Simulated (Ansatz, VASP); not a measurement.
**Two plane-wave programs on CaO**

File INCAR:

```
SYSTEM = CaO
PREC     = Accurate       ! precision mode
ENCUT    = 600            ! plane-wave cutoff, eV
EDIFF    = 1E-6           ! SCF threshold, eV
ISMEAR   = 0              ! smearing method
SIGMA    = 0.02           ! smearing width, eV
LREAL    = .False.        ! projectors in reciprocal space
LASPH    = .True.         ! aspherical terms in the spheres
NELM     = 120            ! most SCF steps
ALGO     = Normal         ! electronic algorithm
ISIF     = 2              ! what is computed and relaxed
LWAVE    = .False.        ! write WAVECAR
LCHARG   = .False.        ! write CHGCAR
GGA      = CA             ! functional
NBANDS   = 15             ! bands
GGA_COMPAT= .False.
```

Contents of KPOINTS:

```
regular mesh
0
Gamma
  8 8 8
  0 0 0
```

POSCAR

```
CaO
1.0
    0.0000000000      2.2808837452      2.2808837452
    2.2808837452      0.0000000000      2.2808837452
    2.2808837452      2.2808837452      0.0000000000
Ca O
1 1
Direct
    0.0000000000      0.0000000000      0.0000000000
    0.5000000000      0.5000000000      0.5000000000
```

Input for Ansatz:

```yaml
crystal:
  lattice:
    - [0.0, 2.2808837452, 2.2808837452]
    - [2.2808837452, 0.0, 2.2808837452]
    - [2.2808837452, 2.2808837452, 0.0]
  atoms:
    - { symbol: Ca, position: [0.0, 0.0, 0.0] }
    - { symbol: O, position: [0.5, 0.5, 0.5] }
basis:
  ecutwfc: 420
kpoints:
  mp_grid: { grid: [8, 8, 8] }
hamiltonian:
  xc: lda
  pseudopotentials: { kind: paw, azcp: { folder: soft_1 } }
scf:
  occupations: { method: gaussian, width: 0.02 }
output:
  forces: true
  stress: true
  eigenvalues: true
```

Alike in both runs: task single point; functional LDA; k mesh 8 × 8 × 8; occupations gaussian, width 0.02 eV; no spin polarisation.

|  | VASP | Ansatz |
| --- | --- | --- |
| version | VASP 6.6.1 | Ansatz 0.2.0 |
| potentials or method | VASP PAW LDA potentials, release 64 (Ca_sv, O), cutoff 600 eV | scalar-relativistic, plane waves, PAW |
| valence electrons in the cell | 16 | 16 |

VASP gave:

| Item | Value |
| --- | --- |
| gap on the k mesh at the Fermi level (eV) | 3.32 |
| least direct gap on the mesh (eV) | 3.63 |
| pressure (GPa) | 16.3 |

**Question.** Estimate Ansatz's values.

**Answer.** gap on the k mesh at the Fermi level (eV): 3.35; least direct gap on the mesh (eV): 3.67; pressure (GPa): 14.9.

Ansatz warns that its potentials were made for another functional, while VASP's fit it. LDA's correlation is that of Perdew and Zunger in VASP and of Perdew and Wang (1992) in Ansatz.
